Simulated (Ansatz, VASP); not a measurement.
**Two plane-wave programs on SiO2**

Contents of INCAR:

```
ALGO = Normal
EDIFF = 1E-8
ENCUT = 520
GGA = PE
ISIF = 2
ISMEAR = -1
LASPH = T
LCHARG = F
LEFG = T
LREAL = Auto
LWAVE = F
NBANDS = 120
NELM = 80
PREC = Accurate
SIGMA = 0.02
```

File KPOINTS:

```
k-points
0
Gamma
  3 3 3
```

File POSCAR:

```
SiO2
1.0
    6.7984988707      3.9251151531      4.9453227949
   -6.7984988707      3.9251151531      4.9453227949
    0.0000000000     -7.8502303062      4.9453227949
Si O
12 24
Direct
    0.3342762193      0.1054204825      0.8752381862
    0.1054204825      0.8752381862      0.3342762193
    0.8752381862      0.3342762193      0.1054204825
    0.1247618138      0.8945795175      0.6657237807
    0.8945795175      0.6657237807      0.1247618138
    0.6657237807      0.1247618138      0.8945795175
    0.6657237807      0.8945795175      0.1247618138
    0.8945795175      0.1247618138      0.6657237807
    0.1247618138      0.6657237807      0.8945795175
    0.8752381862      0.1054204825      0.3342762193
    0.1054204825      0.3342762193      0.8752381862
    0.3342762193      0.8752381862      0.1054204825
    0.2631181805      0.0000000000      0.7368818195
    0.0000000000      0.7368818195      0.2631181805
    0.7368818195      0.2631181805      0.0000000000
    0.7368818195      0.0000000000      0.2631181805
    0.0000000000      0.2631181805      0.7368818195
    0.2631181805      0.7368818195      0.0000000000
    0.6744800195      0.9761431857      0.9761431857
    0.9761431857      0.9761431857      0.6744800195
    0.9761431857      0.6744800195      0.9761431857
    0.0238568143      0.0238568143      0.3255199805
    0.0238568143      0.3255199805      0.0238568143
    0.3255199805      0.0238568143      0.0238568143
    0.2518120148      0.8933184751      0.2518120148
    0.2518120148      0.2518120148      0.8933184751
    0.8933184751      0.2518120148      0.2518120148
    0.1066815249      0.7481879852      0.7481879852
    0.7481879852      0.1066815249      0.7481879852
    0.7481879852      0.7481879852      0.1066815249
    0.5000000000      0.8469655168      0.1530344832
    0.1530344832      0.5000000000      0.8469655168
    0.8469655168      0.1530344832      0.5000000000
    0.5000000000      0.1530344832      0.8469655168
    0.8469655168      0.5000000000      0.1530344832
    0.1530344832      0.8469655168      0.5000000000
```

Input for Ansatz:

```yaml
crystal:
  lattice:
    - [6.7984988707, 3.9251151531, 4.9453227949]
    - [-6.7984988707, 3.9251151531, 4.9453227949]
    - [0.0, -7.8502303062, 4.9453227949]
  atoms:
    - { symbol: Si, position: [0.3342762193, 0.1054204825, 0.8752381862] }
    - { symbol: Si, position: [0.1054204825, 0.8752381862, 0.3342762193] }
    - { symbol: Si, position: [0.8752381862, 0.3342762193, 0.1054204825] }
    - { symbol: Si, position: [0.1247618138, 0.8945795175, 0.6657237807] }
    - { symbol: Si, position: [0.8945795175, 0.6657237807, 0.1247618138] }
    - { symbol: Si, position: [0.6657237807, 0.1247618138, 0.8945795175] }
    - { symbol: Si, position: [0.6657237807, 0.8945795175, 0.1247618138] }
    - { symbol: Si, position: [0.8945795175, 0.1247618138, 0.6657237807] }
    - { symbol: Si, position: [0.1247618138, 0.6657237807, 0.8945795175] }
    - { symbol: Si, position: [0.8752381862, 0.1054204825, 0.3342762193] }
    - { symbol: Si, position: [0.1054204825, 0.3342762193, 0.8752381862] }
    - { symbol: Si, position: [0.3342762193, 0.8752381862, 0.1054204825] }
    - { symbol: O, position: [0.2631181805, 0.0, 0.7368818195] }
    - { symbol: O, position: [0.0, 0.7368818195, 0.2631181805] }
    - { symbol: O, position: [0.7368818195, 0.2631181805, 0.0] }
    - { symbol: O, position: [0.7368818195, 0.0, 0.2631181805] }
    - { symbol: O, position: [0.0, 0.2631181805, 0.7368818195] }
    - { symbol: O, position: [0.2631181805, 0.7368818195, 0.0] }
    - { symbol: O, position: [0.6744800195, 0.9761431857, 0.9761431857] }
    - { symbol: O, position: [0.9761431857, 0.9761431857, 0.6744800195] }
    - { symbol: O, position: [0.9761431857, 0.6744800195, 0.9761431857] }
    - { symbol: O, position: [0.0238568143, 0.0238568143, 0.3255199805] }
    - { symbol: O, position: [0.0238568143, 0.3255199805, 0.0238568143] }
    - { symbol: O, position: [0.3255199805, 0.0238568143, 0.0238568143] }
    - { symbol: O, position: [0.2518120148, 0.8933184751, 0.2518120148] }
    - { symbol: O, position: [0.2518120148, 0.2518120148, 0.8933184751] }
    - { symbol: O, position: [0.8933184751, 0.2518120148, 0.2518120148] }
    - { symbol: O, position: [0.1066815249, 0.7481879852, 0.7481879852] }
    - { symbol: O, position: [0.7481879852, 0.1066815249, 0.7481879852] }
    - { symbol: O, position: [0.7481879852, 0.7481879852, 0.1066815249] }
    - { symbol: O, position: [0.5, 0.8469655168, 0.1530344832] }
    - { symbol: O, position: [0.1530344832, 0.5, 0.8469655168] }
    - { symbol: O, position: [0.8469655168, 0.1530344832, 0.5] }
    - { symbol: O, position: [0.5, 0.1530344832, 0.8469655168] }
    - { symbol: O, position: [0.8469655168, 0.5, 0.1530344832] }
    - { symbol: O, position: [0.1530344832, 0.8469655168, 0.5] }
kpoints:
  mp_grid: { grid: [3, 3, 3] }
scf:
  occupations: { method: fermi_dirac, width: 0.02 }
  lower_state_search: standard
hamiltonian:
  xc: pbe
  pseudopotentials: { kind: paw }
output:
  forces: true
  stress: true
  populations: true
  efg: { quadrupole_moments_barn: { O: -0.02558 }, contact_densities: true }
```

Alike in both runs: task electric field gradients; functional PBE; k mesh 3 × 3 × 3; occupations fermi-dirac, width 0.02 eV; no spin polarisation.

|  | VASP | Ansatz |
| --- | --- | --- |
| version | VASP 6.6.1 | Ansatz 0.2.0 |
| potentials or method | VASP PAW PBE potentials, release 64 (Si, O) | plane-wave PAW, scalar-relativistic |
| plane-wave cutoff (eV) | 520 | 420 |
| valence electrons in the cell | 192 | 192 |

VASP gave:

```
gap on the k mesh at the Fermi level (eV)                     : 5.78
pressure (GPa)                                                : 1.6
traceless stress, the component that is largest in VASP (GPa) : -0.25
rms of the force components (eV/Å)                            : 0.017
size of Vzz on the site where it differs most (V/Å²)          : 91.3
```

Question: Estimate Ansatz's values.

Answer: gap on the k mesh at the Fermi level (eV): 5.78; pressure (GPa): 1.5; traceless stress, the component that is largest in VASP (GPa): -0.26; rms of the force components (eV/Å): 0.004; size of Vzz on the site where it differs most (V/Å²): 95.9.

Atom by atom the forces differ by 0.016 eV/Å (rms over components). The functional is the same, so the differences come from potentials, cutoffs and numerics.
